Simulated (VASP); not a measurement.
# GaP (I-4m2) in VASP: notebook

The runs below take GaP through single point, with r2SCAN.

All numbers are computed with VASP 6.6.1; they aren't measurements. Logs are shortened: lines on timing, memory, paths and dates and some standing lists are left out, and cuts for length are marked.

**1. The cell of the first run**

It takes space group I-4m2 (No. 119, tetragonal). Conventional cell: a = 3.661 Å, b = 3.661 Å, c = 5.587 Å, α = 90.00°, β = 90.00°, γ = 90.00°. Within 3.0 Å of Ga (site symmetry -4m2) lie 4 P at 2.30 Å. Within 3.0 Å of P (site symmetry -4m2) lie 4 Ga at 2.30 Å.

**2. Single point, r2SCAN (strain -0.050 along x and y, +0.025 along z)**

The input, POSCAR:

```
GaP
1.0
    0.0000000000      2.5889875000      2.7933812500
    2.5889875000      0.0000000000      2.7933812500
    2.5889875000      2.5889875000      0.0000000000
Ga P
1 1
Direct
    0.0000000000      0.0000000000      0.0000000000
    0.7500000000      0.7500000000      0.7500000000
```

The input, INCAR.step1:

```
SYSTEM = GaP
ALGO     = Normal         ! electronic algorithm
EDIFF    = 1E-4           ! SCF threshold, eV
ENCUT    = 520            ! plane-wave cutoff, eV
GGA      = PE             ! functional
ISMEAR   = 0              ! smearing method
LASPH    = .TRUE.         ! aspherical terms in the spheres
LCHARG   = .FALSE.        ! write CHGCAR
LREAL    = .FALSE.        ! projectors in reciprocal space
LWAVE    = .TRUE.         ! write WAVECAR
NBANDS   = 16             ! bands
NELM     = 80             ! most SCF steps
PREC     = Accurate       ! precision mode
SIGMA    = 0.05           ! smearing width, eV
```

The input, INCAR.step2:

```
SYSTEM = GaP
ALGO     = Normal         ! electronic algorithm
EDIFF    = 1E-6           ! SCF threshold, eV
ENCUT    = 520            ! plane-wave cutoff, eV
ISIF     = 2              ! what is computed and relaxed
ISMEAR   = 0              ! smearing method
ISTART   = 1            
LASPH    = .TRUE.         ! aspherical terms in the spheres
LCHARG   = .FALSE.        ! write CHGCAR
LMIXTAU  = .TRUE.       
LREAL    = .FALSE.        ! projectors in reciprocal space
LWAVE    = .FALSE.        ! write WAVECAR
METAGGA  = R2SCAN         ! meta-GGA
NBANDS   = 16             ! bands
NELM     = 80             ! most SCF steps
PREC     = Accurate       ! precision mode
SIGMA    = 0.05           ! smearing width, eV
```

The input, KPOINTS:

```
k-points
0
G
  8 8 8
  0 0 0
```

Potentials or basis: VASP PAW PBE potentials, release 64 (Ga_d, P).

On the command line:

```bash
$ cat potpaw_PBE.64/Ga_d/POTCAR potpaw_PBE.64/P/POTCAR > POTCAR
$ cp INCAR.step1 INCAR
$ mpirun -np 1 vasp_std > vasp.out
$ cp INCAR.step2 INCAR
$ mpirun -np 1 vasp_std > vasp.out
```

OUTCAR:

```text
SYSTEM = GaP
   EDIFF = 1E-6
   ENCUT = 520
   ISIF = 2
   ISMEAR = 0
   ISTART = 1
   LASPH = .TRUE.
   LREAL = .FALSE.
   METAGGA = R2SCAN
   NELM = 80
   PREC = Accurate

 ion  position               nearest neighbor table
   1  0.000  0.000  0.000-   2 2.30   2 2.30   2 2.30   2 2.30
   2  0.750  0.750  0.750-   1 2.30   1 2.30   1 2.30   1 2.30

  LATTYP: Found a body centered tetragonal cell.
 ALAT       =     3.6613812353
 C/A-ratio  =     1.5258620015

  Lattice vectors:

 A1 = (  -2.5889875000,   0.0000000000,   2.7933812500)
 A2 = (   2.5889875000,   0.0000000000,   2.7933812500)
 A3 = (   0.0000000000,   2.5889875000,  -2.7933812500)

Analysis of symmetry for initial positions (statically):
=====================================================================
 Subroutine PRICEL returns:
 Original cell was already a primitive cell.

 Routine SETGRP: Setting up the symmetry group for a
 body centered tetragonal supercell.

 Subroutine GETGRP returns: Found  8 space group operations
 (whereof  8 operations were pure point group operations)
 out of a pool of 16 trial point group operations.

The static configuration has the point symmetry D_2d.

Analysis of symmetry for dynamics (positions and initial velocities):
=====================================================================
 Subroutine PRICEL returns:
 Original cell was already a primitive cell.

 Routine SETGRP: Setting up the symmetry group for a
 body centered tetragonal supercell.

 Subroutine GETGRP returns: Found  8 space group operations
 (whereof  8 operations were pure point group operations)
 out of a pool of 16 trial point group operations.

The dynamic configuration has the point symmetry D_2d.

 Subroutine INISYM returns: Found  8 space group operations
 (whereof  8 operations are pure point group operations),
 and found     1 'primitive' translations

----------------------------------------------------------------------------------------

                                     Primitive cell

  volume of cell :      37.4473

  direct lattice vectors                    reciprocal lattice vectors
     0.000000000  2.588987500  2.793381250    -0.193125691  0.193125691  0.178994543
     2.588987500  0.000000000  2.793381250     0.193125691 -0.193125691  0.178994543
     2.588987500  2.588987500  0.000000000     0.193125691  0.193125691 -0.178994543

  length of vectors
     3.808652660  3.808652660  3.661381235     0.326548789  0.326548789  0.326548789

  position of ions in fractional coordinates (direct lattice)
     0.000000000  0.000000000  0.000000000
     0.750000000  0.750000000  0.750000000

  ion indices of the primitive-cell ions
   primitive index   ion index
                 1           1
                 2           2

----------------------------------------------------------------------------------------

 KPOINTS: k-points

Automatic generation of k-mesh.
 Grid dimensions read from file:
 generate k-points for:    8    8    8

 Generating k-lattice:

  Cartesian coordinates                     Fractional coordinates (reciprocal lattice)
    -0.024140711  0.024140711  0.022374318     0.125000000  0.000000000  0.000000000
     0.024140711 -0.024140711  0.022374318     0.000000000  0.125000000  0.000000000
     0.024140711  0.024140711 -0.022374318     0.000000000  0.000000000  0.125000000

  Length of vectors
     0.040818599  0.040818599  0.040818599

  Shift w.r.t. Gamma in fractional coordinates (k-lattice)
     0.000000000  0.000000000  0.000000000

 Subroutine IBZKPT returns following result:
 ===========================================

 Found     59 irreducible k-points:

 Following reciprocal coordinates:
            Coordinates               Weight
  0.000000  0.000000  0.000000      1.000000
  0.125000 -0.000000  0.000000      8.000000
  0.250000 -0.000000  0.000000      8.000000
  0.375000 -0.000000  0.000000      8.000000
  0.500000 -0.000000  0.000000      4.000000
  0.125000  0.125000  0.000000      2.000000
[... 16 lines left out ...]
  0.250000 -0.000000  0.125000     16.000000
  0.375000 -0.000000  0.125000     16.000000
 [... further k-points ...]
   k-points           NKPTS =     59   k-points in BZ     NKDIM =     59   number of bands    NBANDS=     16
   number of dos      NEDOS =    301   number of ions     NIONS =      2
   total plane-waves  NPLWV =  21952
   dimension x,y,z NGX =    28 NGY =   28 NGZ =   28
   dimension x,y,z NGXF=    56 NGYF=   56 NGZF=   56
   ions per type =               1   1
   NGX,Y,Z   is equivalent  to a cutoff of  12.22, 12.22, 12.71 a.u.
   NGXF,Y,Z  is equivalent  to a cutoff of  24.44, 24.44, 25.43 a.u.
 SYSTEM =  GaP
   PREC   = accura    normal or accurate (medium, high low for compatibility)
   ISTART =      1    job   : 0-new  1-cont  2-samecut
   ICHARG =      0    charge: 1-file 2-atom 10-const
   ISPIN  =      1    spin polarized calculation?
   LNONCOLLINEAR =      F non collinear calculations
   LSORBIT =      F    spin-orbit coupling
   LASPH  =      T    aspherical Exc in radial PAW
   ENCUT  =  520.0 eV  38.22 Ry    6.18 a.u.   7.08  7.08  6.81*2*pi/ulx,y,z
   NELM   =     80;   NELMIN=  2; NELMDL=  0     # of ELM steps
   EDIFF  = 0.1E-05   stopping-criterion for ELM
   LREAL  =      F    real-space projection
   EDIFFG = 0.1E-04   stopping-criterion for IOM
   NSW    =      0    number of steps for IOM
   IBRION =     -1    ionic relax: 0-MD 1-quasi-New 2-CG
   NFREE  =      0    steps in history (QN), initial steepest desc. (CG)
   ISIF   =      2    stress and relaxation
   ISYM   =      2    0-nonsym 1-usesym 2-fastsym
   POTIM  = 0.5000    time-step for ionic-motion
   TEBEG  =    0.0;   TEEND  =   0.0 temperature during run
   PSTRESS=    0.0 pullay stress
   NELECT =      18.0000    total number of electrons
   NUPDOWN=      -1.0000    fix difference up-down
   EMIN   =  10.00;   EMAX   =-10.00  energy-range for DOS
   EFERMI =   0.00;   METHOD = LEGACY
   ISMEAR =     0;   SIGMA  =   0.05  broadening in eV -4-tet -1-fermi 0-gaus
   EFERMI_NEDOS =   21; number of points for ismear=-14 and -15
   IALGO  =     38    algorithm
   IMIX   =      4    mixing-type and parameters
     AMIX     =   0.40;   BMIX     =  1.00
     AMIX_MAG =   1.60;   BMIX_MAG =  1.00
  volume/ion in A,a.u.               =      18.72       126.35
  Fermi-wavevector in a.u.,A,eV,Ry     =   1.282406  2.423396 22.375676  1.644566
  Thomas-Fermi vector in A             =   2.414720
   LORBIT       =      0    0 simple, 1 ext, 2 COOP (PROOUT), +10 PAW based schemes
   METAGGA = R2SCAN    functional components
   LHFCALC =     F    Hartree Fock is set to
   AEXX    =    0.0000 exact exchange contribution
   IVDW    =     0    specifies the selected vdW correction
   LEPSILON=     F    determine dielectric tensor
   LRPA    =     F    only Hartree local field effects (RPA)
 non-spin polarized calculation
 Gauss-broadening in eV      SIGMA  =   0.05
  energy-cutoff  :      520.00
  volume of cell :       37.45
 maximum number of plane-waves:      1034
   NGX = 15   NGY = 15   NGZ = 13

 number of electron      17.9999991 magnetization

 Free energy of the ion-electron system (eV)
  ---------------------------------------------------
  ext. energy  EPLUGINS =         0.00000000
  ---------------------------------------------------
  free energy    TOTEN  =       -21.35028973 eV

  energy without entropy =      -21.35028973  energy(sigma->0) =      -21.35028973

 E-fermi :   5.7053     XC(G=0): -10.9399

 val. band max:        5.4800465292   @ k =   0.0000   0.0000   0.0000
 cond. band min:       6.8409077947   @ k =   0.3750   0.0000   0.3750
 fundamental gap:      1.3608612655
 Fermi energy:         5.7053246601

 k-point     1 :       0.0000    0.0000    0.0000
  band No.  band energies     occupation
      1      -9.8652      2.00000
      2      -9.8402      2.00000
      3      -9.8402      2.00000
      4      -9.7128      2.00000
      5      -9.7096      2.00000
      6      -8.3424      2.00000
[... 8 lines left out ...]
     15      15.3161      0.00000
     16      16.4484      0.00000

 k-point     2 :       0.1250   -0.0000    0.0000
  band No.  band energies     occupation
      1      -9.8767      2.00000
      2      -9.8467      2.00000
      3      -9.8340      2.00000
      4      -9.7139      2.00000
      5      -9.7078      2.00000
      6      -8.1040      2.00000
[... 8 lines left out ...]
     15      15.6048      0.00000
     16      16.1584      0.00000

 k-point     3 :       0.2500   -0.0000    0.0000
  band No.  band energies     occupation
      1      -9.9215      2.00000
      2      -9.8362      2.00000
      3      -9.8206      2.00000
      4      -9.7151      2.00000
      5      -9.7019      2.00000
      6      -7.4351      2.00000
[... 8 lines left out ...]
     15      15.0707      0.00000
     16      16.3377      0.00000

 k-point     4 :       0.3750   -0.0000    0.0000
  band No.  band energies     occupation
      1      -9.9603      2.00000
      2      -9.8260      2.00000
      3      -9.8100      2.00000
      4      -9.7135      2.00000
      5      -9.6928      2.00000
      6      -6.4948      2.00000
[... 8 lines left out ...]
     15      16.0798      0.00000
     16      16.9151      0.00000
[... 324 lines left out ...]
 k-point    22 :       0.1250    0.0000    0.1250
  band No.  band energies     occupation
      1      -9.8793      2.00000
      2      -9.8505      2.00000
      3      -9.8295      2.00000
      4      -9.7196      2.00000
      5      -9.7044      2.00000
      6      -8.0111      2.00000
[... 8 lines left out ...]
     15      15.3805      0.00000
     16      16.7217      0.00000

 k-point    23 :       0.2500   -0.0000    0.1250
  band No.  band energies     occupation
      1      -9.9196      2.00000
      2      -9.8336      2.00000
      3      -9.8176      2.00000
      4      -9.7254      2.00000
      5      -9.6982      2.00000
      6      -7.4748      2.00000
[... 8 lines left out ...]
     15      15.5943      0.00000
     16      17.6633      0.00000

 k-point    24 :       0.3750   -0.0000    0.1250
  band No.  band energies     occupation
      1      -9.9566      2.00000
      2      -9.8200      2.00000
      3      -9.8070      2.00000
      4      -9.7253      2.00000
      5      -9.6912      2.00000
      6      -6.6017      2.00000
[... 8 lines left out ...]
     15      16.6962      0.00000
     16      17.7004      0.00000

 [... further k-points ...]
[... 5 lines left out ...]
  --------------------------------------------------------------------------------------
  -------------------------------------------------------------------------------------
  Total        2.4318727      2.4318727      0.7353089      0.0000000      0.0000000     -0.0000000
  in kB      104.0474150    104.0474150     31.4601120      0.0000000      0.0000000     -0.0000000
  external PRESSURE =      79.8516473 kB  Pullay stress =       0.0000000 kB

 VOLUME and BASIS-vectors are now :
 -----------------------------------------------------------------------------
  energy-cutoff  :      520.00
  volume of cell :       37.45
      direct lattice vectors                 reciprocal lattice vectors
     0.000000000  2.588987500  2.793381250    -0.193125691  0.193125691  0.178994543
     2.588987500  0.000000000  2.793381250     0.193125691 -0.193125691  0.178994543
     2.588987500  2.588987500  0.000000000     0.193125691  0.193125691 -0.178994543

 POSITION                                       TOTAL-FORCE (eV/Angst)
 -----------------------------------------------------------------------------------
      0.00000      0.00000      0.00000         0.000000     -0.000000     -0.000000
      3.88348      3.88348      4.19007        -0.000000      0.000000      0.000000
 -----------------------------------------------------------------------------------
    total drift:                               -0.000018     -0.000018      0.000014

  FREE ENERGIE OF THE ION-ELECTRON SYSTEM (eV)
  ---------------------------------------------------
  free  energy   TOTEN  =       -21.3502897341 eV

  energy  without entropy=      -21.3502897341  energy(sigma->0) =      -21.35028973
```

It took 1.7 min on 1 thread of Intel Xeon Platinum 8488C (Sapphire Rapids), shared host; peak memory 0.19 GiB.

What came out:

| Quantity | Value |
| --- | --- |
| Free energy | -21.3503 eV |
| Pressure | 8.0 GPa |
| Band gap on the k mesh | 1.36 eV, indirect (least direct gap 2.81 eV) |

Levels at points of the mesh, in eV from the valence-band top:
```tsv
k point	band 6	band 7	band 8	band 9	band 10	band 11	band 12	band 13
(0.00, 0.00, 0.00)	-13.82	-0.54	0.00	0.00	2.80	3.96	3.96	4.14
(0.50, 0.00, 0.00)	-11.38	-7.50	-1.84	-1.09	1.93	4.74	5.19	8.88
(0.50, 0.50, 0.00)	-10.62	-7.90	-2.86	-2.86	2.01	2.38	11.82	11.82
(0.50, 0.00, 0.50)	-10.20	-7.33	-3.47	-3.41	1.38	1.59	11.15	11.41
```

Caveat: the cell differs from its parent crystal (strain -0.050 along x and y, +0.025 along z); the PAW data sets were made with another functional, which shifts forces and pressure a little.

(Part 1 of 2 ends here.)
